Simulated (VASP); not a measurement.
# GaP (w03) (Cmcm) in VASP: relaxation of cell and atoms with PBE

Aim: the relaxation of cell and atoms of GaP (w03) with PBE.

All numbers are computed with VASP 6.6.1; they aren't measurements. Logs are shortened: lines on timing, memory, paths and dates and some standing lists are left out, and cuts for length are marked.

### 1 The cell of the first run

The structure is orthorhombic, space group Cmcm (No. 63). The conventional cell has a = 4.621 Å, b = 4.927 Å, c = 13.335 Å, α = 90.00°, β = 90.00°, γ = 90.00°. P (site symmetry m) has 2 P at 2.17 to 2.77 Å and 6 Ga at 2.33 to 2.58 Å within 2.9 Å. P (site symmetry m2m) has 6 Ga at 2.31 to 2.58 Å and 2 P at 2.77 Å within 3.1 Å. Ga (site symmetry m) has 6 P at 2.33 to 2.56 Å and 2 Ga at 2.61 to 2.64 Å within 3.1 Å. Ga (site symmetry m2m) has 6 P at 2.31 to 2.58 Å and 2 Ga at 2.61 Å within 3.1 Å.

### 2 Relaxation of cell and atoms, PBE, target pressure 42.7 GPa, at which the enthalpy is minimised

Input file INCAR:

```
PREC = Accurate ; ENCUT = 500
EDIFF = 1E-7 ; ISMEAR = 0
SIGMA = 0.1 ; LREAL = False
LASPH = True ; NELM = 120
ALGO = Normal ; ISIF = 3
LWAVE = False ; LCHARG = False
GGA = PE ; IBRION = 2
NSW = 100 ; EDIFFG = -0.05
PSTRESS = 427.0 ; GGA_COMPAT = False
NELMIN = 4
```

Input file KPOINTS:

```
Automatic mesh
0
Gamma
  6 6 2
```

Input file POSCAR:

```
GaP
1.0
    2.3105000000     -2.4635000000      0.0000000000
    2.3105000000      2.4635000000      0.0000000000
    0.0000000000      0.0000000000     13.3350000000
P Ga
6 6
Direct
    0.6110000000      0.3890000000      0.0703000000
    0.3890000000      0.6110000000      0.9297000000
    0.3890000000      0.6110000000      0.5703000000
    0.6110000000      0.3890000000      0.4297000000
    0.8916000000      0.1084000000      0.2500000000
    0.1084000000      0.8916000000      0.7500000000
    0.8936000000      0.1064000000      0.5909000000
    0.1064000000      0.8936000000      0.4091000000
    0.1064000000      0.8936000000      0.0909000000
    0.8936000000      0.1064000000      0.9091000000
    0.4151000000      0.5849000000      0.2500000000
    0.5849000000      0.4151000000      0.7500000000
```

Potentials or basis: VASP PAW PBE potentials, release 64 (P, Ga_d).

Command:

```bash
$ cat potpaw_PBE.64/P/POTCAR potpaw_PBE.64/Ga_d/POTCAR > POTCAR
$ mpirun -np 1 vasp_std > vasp.out
```

OUTCAR:

```text
PREC = Accurate
   ENCUT = 500
   EDIFF = 1E-7
   ISMEAR = 0
   LREAL = False
   LASPH = True
   NELM = 120
   ISIF = 3
   GGA = PE
   IBRION = 2
   NSW = 100
   EDIFFG = -0.05
   PSTRESS = 427.0
   NELMIN = 4

 ion  position               nearest neighbor table
   1  0.611  0.389  0.070-   2 2.17   9 2.33   9 2.33   9 2.46   9 2.50  10 2.56  11 2.58   5 2.77

   2  0.389  0.611  0.930-   1 2.17  10 2.33  10 2.33  10 2.46  10 2.50   9 2.56  12 2.58   6 2.77

   3  0.389  0.611  0.570-   4 2.17   7 2.33   7 2.33   7 2.46   7 2.50   8 2.56  12 2.58   6 2.77
[... 15 lines left out ...]
  11  0.415  0.585  0.250-   5 2.31   5 2.31   5 2.35   5 2.58   4 2.58   1 2.58   8 2.61   9 2.61

  12  0.585  0.415  0.750-   6 2.31   6 2.31   6 2.35   6 2.58   2 2.58   3 2.58  10 2.61   7 2.61

  LATTYP: Found a base centered orthorhombic cell.
 ALAT       =     4.6210000000
 B/A-ratio  =     1.0662194330
 C/A-ratio  =     2.8857390175

  Lattice vectors:

 A1 = (   2.3105000000,  -2.4635000000,   0.0000000000)
 A2 = (   2.3105000000,   2.4635000000,   0.0000000000)
 A3 = (   0.0000000000,   0.0000000000,  13.3350000000)

Analysis of symmetry for initial positions (statically):
=====================================================================
 Subroutine PRICEL returns:
 Original cell was already a primitive cell.

 Routine SETGRP: Setting up the symmetry group for a
 base centered orthorhombic supercell.

 Subroutine GETGRP returns: Found  8 space group operations
 (whereof  4 operations were pure point group operations)
 out of a pool of  8 trial point group operations.

The static configuration has the point symmetry C_2h.
 The point group associated with its full space group is D_2h.

Analysis of symmetry for dynamics (positions and initial velocities):
=====================================================================
 Subroutine PRICEL returns:
 Original cell was already a primitive cell.

 Routine SETGRP: Setting up the symmetry group for a
 base centered orthorhombic supercell.

 Subroutine GETGRP returns: Found  8 space group operations
 (whereof  4 operations were pure point group operations)
 out of a pool of  8 trial point group operations.

The dynamic configuration has the point symmetry C_2h.
 The point group associated with its full space group is D_2h.

 Subroutine INISYM returns: Found  8 space group operations
 (whereof  4 operations are pure point group operations),
 and found     1 'primitive' translations

[... 116 lines left out ...]
   EDIFFG = -.5E-01   stopping-criterion for IOM
   NSW    =    100    number of steps for IOM
   IBRION =      2    ionic relax: 0-MD 1-quasi-New 2-CG
   NFREE  =      1    steps in history (QN), initial steepest desc. (CG)
   ISIF   =      3    stress and relaxation
   ISYM   =      2    0-nonsym 1-usesym 2-fastsym
   POTIM  = 0.5000    time-step for ionic-motion
   TEBEG  =    0.0;   TEEND  =   0.0 temperature during run
   PSTRESS=  427.0 pullay stress
   NELECT =     108.0000    total number of electrons
   NUPDOWN=      -1.0000    fix difference up-down
   EMIN   =  10.00;   EMAX   =-10.00  energy-range for DOS
   EFERMI =   0.00;   METHOD = LEGACY
   ISMEAR =     0;   SIGMA  =   0.10  broadening in eV -4-tet -1-fermi 0-gaus
   EFERMI_NEDOS =   21; number of points for ismear=-14 and -15
   IALGO  =     38    algorithm
   IMIX   =      4    mixing-type and parameters
     AMIX     =   0.40;   BMIX     =  1.00
     AMIX_MAG =   1.60;   BMIX_MAG =  1.00
  volume/ion in A,a.u.               =      12.65        85.37
  Fermi-wavevector in a.u.,A,eV,Ry     =   1.461467  2.761771 29.060475  2.135885
  Thomas-Fermi vector in A             =   2.577795
   LORBIT       =      0    0 simple, 1 ext, 2 COOP (PROOUT), +10 PAW based schemes
   GGA     = PE    functional components
   LHFCALC =     F    Hartree Fock is set to
   AEXX    =    0.0000 exact exchange contribution
   IVDW    =     0    specifies the selected vdW correction
   LEPSILON=     F    determine dielectric tensor
   LRPA    =     F    only Hartree local field effects (RPA)
 conjugate gradient relaxation of ions
 non-spin polarized calculation
 Gauss-broadening in eV      SIGMA  =   0.10
  energy-cutoff  :      500.00
  volume of cell :      151.80
 maximum number of plane-waves:      3874
 NGX is ok and might be reduce to    28
   NGX = 13   NGY = 13   NGZ = 49

--------------------------------------- Ionic step        1  -------------------------------------------

 number of electron     108.0000055 magnetization

 Free energy of the ion-electron system (eV)
  ---------------------------------------------------
  ext. energy  EPLUGINS =         0.00000000
  ---------------------------------------------------
  free energy    TOTEN  =       -44.21640570 eV

  energy without entropy =      -44.19159346  energy(sigma->0) =      -44.20399958

------------------------ aborting loop because EDIFF is reached ----------------------------------------

  FORCE on cell =-STRESS in cart. coord.  units (eV):
  Direction    XX          YY          ZZ          XY          YZ          ZX
  --------------------------------------------------------------------------------------
  -------------------------------------------------------------------------------------
  Total       42.8832342     39.9500023     42.0165307      0.0000000     -0.0000000      0.0000000
  in kB      452.6020945    421.6439133    443.4546545      0.0000000     -0.0000000      0.0000000
  external PRESSURE =      12.2335541 kB  Pullay stress =     427.0000000 kB
[... 227 lines left out ...]
--------------------------------------- Ionic step        6  -------------------------------------------

 number of electron     108.0000039 magnetization

 Free energy of the ion-electron system (eV)
  ---------------------------------------------------
  ext. energy  EPLUGINS =         0.00000000
  ---------------------------------------------------
  free energy    TOTEN  =       -44.39644088 eV

  energy without entropy =      -44.37699597  energy(sigma->0) =      -44.38671842

 E-fermi :  10.9626     XC(G=0): -12.5131

 val. band max:       10.9118303861   @ k =   0.5000   0.0000   0.0000
 cond. band min:      10.9808825800   @ k =   0.5000   0.1667   0.5000
 fundamental gap:      0.0690521939
 Fermi energy:        10.9625597270

 k-point     1 :       0.0000    0.0000    0.0000
  band No.  band energies     occupation
      1      -5.8648      2.00000
      2      -5.4658      2.00000
      3      -5.1285      2.00000
      4      -5.0534      2.00000
      5      -4.9068      2.00000
      6      -4.8827      2.00000
[... 1597 lines left out ...]
     63      15.4795      0.00000
     64      15.4795      0.00000

 [... further k-points ...]
[... 5 lines left out ...]
  --------------------------------------------------------------------------------------
  -------------------------------------------------------------------------------------
  Total       40.6885452     40.5968612     40.7124738      0.0000000     -0.0000000      0.0000000
  in kB      427.8021755    426.8382028    428.0537617      0.0000000     -0.0000000      0.0000000
  external PRESSURE =       0.5647133 kB  Pullay stress =     427.0000000 kB
[... 31 lines left out ...]
  energy  without entropy=      -44.3769959651  energy(sigma->0) =      -44.38671842

  enthalpy is  TOTEN    =        -3.7841910642 eV   P V=       40.6122498152

 reached required accuracy - stopping structural energy minimisation
```

OSZICAR:

```text
N       E                     dE             d eps       ncg     rms          rms(c)
DAV:   1     0.121642491725E+04    0.12164E+04   -0.44848E+04  3600   0.289E+03
DAV:   2     0.202163317043E+03   -0.10143E+04   -0.97818E+03  3352   0.787E+02
DAV:   3    -0.242619998583E+02   -0.22643E+03   -0.21550E+03  3816   0.231E+02
[... 73 lines left out ...]
DAV:   4    -0.443964368383E+02    0.11452E-04   -0.11393E-04  3776   0.117E-01    0.694E-03
DAV:   5    -0.443964404587E+02   -0.36204E-05   -0.43225E-05  3792   0.875E-02    0.473E-03
DAV:   6    -0.443964405377E+02   -0.78988E-07   -0.79685E-06  4344   0.701E-02    0.155E-03
DAV:   7    -0.443964408678E+02   -0.33013E-06   -0.31367E-06  4040   0.112E-02    0.894E-04
DAV:   8    -0.443964408794E+02   -0.11511E-07   -0.11318E-07  2216   0.229E-03
   6 F= -.37841911E+01 E0= -.37744686E+01  d E =-.822764E-03
```

CONTCAR:

```text
GaP
   1.00000000000000
     2.3254984409553541   -2.4458565869074294    0.0000000000000000
     2.3254984409553541    2.4458565869074294   -0.0000000000000000
     0.0000000000000000   -0.0000000000000000   13.3956169229775472
  P               Ga
     6     6
Direct
     0.6109469678927146    0.3890530321072853    0.0714452283839476
     0.3890530321072853    0.6109469678927146    0.9285547716160525
     0.3890530321072853    0.6109469678927146    0.5714452283839475
     0.6109469678927146    0.3890530321072853    0.4285547716160524
     0.8908086059828454    0.1091913940171545    0.2500000000000000
     0.1091913940171545    0.8908086059828454    0.7500000000000000
     0.8931171384501082    0.1068828615498919    0.5912060744236668
     0.1068828615498919    0.8931171384501082    0.4087939255763333
     0.1068828615498919    0.8931171384501082    0.0912060744236667
     0.8931171384501082    0.1068828615498919    0.9087939255763332
     0.4146517043144597    0.5853482956855404    0.2500000000000000
     0.5853482956855404    0.4146517043144597    0.7500000000000000

  0.00000000E+00  0.00000000E+00  0.00000000E+00
  0.00000000E+00  0.00000000E+00  0.00000000E+00
  0.00000000E+00  0.00000000E+00  0.00000000E+00
  0.00000000E+00  0.00000000E+00  0.00000000E+00
  0.00000000E+00  0.00000000E+00  0.00000000E+00
  0.00000000E+00  0.00000000E+00  0.00000000E+00
  0.00000000E+00  0.00000000E+00  0.00000000E+00
  0.00000000E+00  0.00000000E+00  0.00000000E+00
  0.00000000E+00  0.00000000E+00  0.00000000E+00
  0.00000000E+00  0.00000000E+00  0.00000000E+00
  0.00000000E+00  0.00000000E+00  0.00000000E+00
  0.00000000E+00  0.00000000E+00  0.00000000E+00
```

Wall time 17 min (1 thread of AMD EPYC 9R45 (Zen 5), shared host); peak memory 0.33 GiB.

Results:

* Free energy: -44.3964 eV
* Relaxed volume: 12.70 Å³/atom
* Relaxed cell: a = 3.375 Å, b = 3.375 Å, c = 13.396 Å, α = 90.00°, β = 90.00°, γ = 92.89°
* Space group after relaxing (to 0.05 Å): Cmcm (No. 63)
* Energy change on relaxing (the enthalpy is what falls): -15.0 meV/atom
* Ionic steps: 6
* Pressure after relaxing: 42.8 GPa
* Largest force after relaxing: 0.049 eV/Å
* Band gap on the k mesh: zero (band 54 reaches 12.62 eV, above the bottom of band 55 at 8.29 eV)

Forces on the atoms (eV/Å):
```
P    0.000  0.012 -0.002
P    0.000 -0.012  0.002
P    0.000 -0.012 -0.002
P    0.000  0.012  0.002
P    0.000 -0.018  0.000
P    0.000  0.018  0.000
Ga   0.000 -0.006 -0.024
Ga   0.000  0.006  0.024
Ga   0.000  0.006 -0.024
Ga   0.000 -0.006  0.024
Ga   0.000  0.049  0.000
Ga   0.000 -0.049  0.000
```

Stress tensor (GPa, compression positive):
```
42.78  0.00  0.00
 0.00 42.68  0.00
 0.00  0.00 42.81
```

Step by step:
| step | energy change (eV) | largest force (eV/Å) | pressure (GPa) | volume (Å³) |
| --- | --- | --- | --- | --- |
| 1 | 0.0000 | 0.3215 | 43.92 | 151.80 |
| 2 | -0.5783 | 0.0668 | 40.19 | 153.93 |
| 3 | -0.3702 | 0.0903 | 41.57 | 153.12 |
| 4 | -0.0702 | 0.1098 | 43.40 | 151.98 |
| 5 | -0.1818 | 0.0727 | 42.73 | 152.39 |
| 6 | -0.1800 | 0.0494 | 42.76 | 152.38 |

Final structure:
```
P Ga
1.0
     2.32550   -2.44586    0.00000
     2.32550    2.44586    0.00000
     0.00000    0.00000   13.39562
P Ga
6 6
Direct
  0.61095 0.38905 0.07145
  0.38905 0.61095 0.92855
  0.38905 0.61095 0.57145
  0.61095 0.38905 0.42855
  0.89081 0.10919 0.25000
  0.10919 0.89081 0.75000
  0.89312 0.10688 0.59121
  0.10688 0.89312 0.40879
  0.10688 0.89312 0.09121
  0.89312 0.10688 0.90879
  0.41465 0.58535 0.25000
  0.58535 0.41465 0.75000
```

Caveat: the cell is relaxed towards a set pressure, so the enthalpy falls and the energy may rise; the relaxation stopped at a loose force limit of 0.05 eV/Å, so its end isn't a converged minimum.
